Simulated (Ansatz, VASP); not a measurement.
## Two plane-wave programs on ZnS

File INCAR:

```
ALGO     = Normal         # electronic algorithm
EDIFF    = 1E-6           # SCF threshold, eV
EDIFFG   = -0.005         # ionic threshold
ENCUT    = 600            # plane-wave cutoff, eV
GGA      = PE             # functional
IBRION   = 2              # ionic algorithm
ISIF     = 3              # what is computed and relaxed
ISMEAR   = 0              # smearing method
LASPH    = True           # aspherical terms in the spheres
LCHARG   = False          # write CHGCAR
LREAL    = False          # projectors in reciprocal space
LWAVE    = False          # write WAVECAR
NELM     = 60             # most SCF steps
NSW      = 100            # ionic steps
PREC     = Accurate       # precision mode
SIGMA    = 0.01           # smearing width, eV
```

Contents of KPOINTS:

```
k-points
0
Gamma
  6 6 4
```

File POSCAR:

```
ZnS
1.0
    3.8110000000      0.0000000000      0.0000000000
   -1.9055000000      3.3004228100      0.0000000000
    0.0000000000      0.0000000000      6.2340000000
Zn S
2 2
Direct
    0.3333333343      0.6666666687      0.0000000000
    0.6666666672      0.3333333343      0.5000000000
    0.3333333343      0.6666666687      0.3850000000
    0.6666666672      0.3333333343      0.8850000000
```

Input for Ansatz:

```yaml
crystal:
  lattice:
    - [3.811, 0.0, 0.0]
    - [-1.9055, 3.30042281, 0.0]
    - [0.0, 0.0, 6.234]
  atoms:
    - { symbol: Zn, position: [0.3333333343433049, 0.6666666686866098, 0.0] }
    - { symbol: Zn, position: [0.6666666671716525, 0.3333333343433049, 0.5] }
    - { symbol: S, position: [0.3333333343433049, 0.6666666686866098, 0.385] }
    - { symbol: S, position: [0.6666666671716525, 0.3333333343433049, 0.8849999999999999] }
kpoints:
  mp_grid:
    grid: [6, 6, 4]
hamiltonian:
  xc: pbe
scf:
  occupations:
    method: fixed
relax:
  f_tol: 0.005
  max_steps: 100
  cell: {}
output:
  write_density: true
```

Alike in both runs: task relaxation of cell and atoms; functional PBE; k mesh 6 × 6 × 4; no spin polarisation.

|  | VASP | Ansatz |
| --- | --- | --- |
| version | VASP 6.6.1 | Ansatz 0.2.0 |
| potentials or method | VASP PAW PBE potentials, release 64 (Zn, S) | plane waves, PAW |
| plane-wave cutoff (eV) | 600 | 420 |
| occupations | gaussian, width 0.01 eV | fixed |
| valence electrons in the cell | 36 | 36 |

VASP gave:

* relaxed volume (Å³/atom): 20.23
* relaxed cell length with the largest relative difference (Å): 6.308

Question: Which values does Ansatz return?

Answer: Relaxed volume (Å³/atom): 20.19; relaxed cell length with the largest relative difference (Å): 6.303.
